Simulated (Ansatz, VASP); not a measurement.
## In: VASP beside Ansatz

```
In
1.0
     5.04108    0.00000    0.00000
    -2.52054    4.36570    0.00000
     0.00000    0.00000    3.11146
In
3
Direct
  0.00000 0.00000 0.00000
  0.33333 0.66667 0.50000
  0.66667 0.33333 0.50000
```

Alike in both runs: task single point; functional PBEsol; k mesh 8 × 8 × 11; occupations fermi-dirac, width 0.1 eV; no spin polarisation.

|  | VASP | Ansatz |
| --- | --- | --- |
| version | VASP 6.6.1 | Ansatz 0.2.0 |
| potentials or method | VASP PAW PBE potentials, release 64 (In_d), cutoff 520 eV | plane waves (420 eV) with PAW, scalar-relativistic |
| valence electrons in the cell | 39 | 39 |

```csv
,VASP,Ansatz,Ansatz less VASP
pressure (GPa),7.7,7.7,+0.07
"traceless stress, the component that is largest in VASP (GPa)",-0.47,-0.48,-0.008
```

VASP's potentials were made for PBE, not for PBEsol, and Ansatz warns of the same on its side.
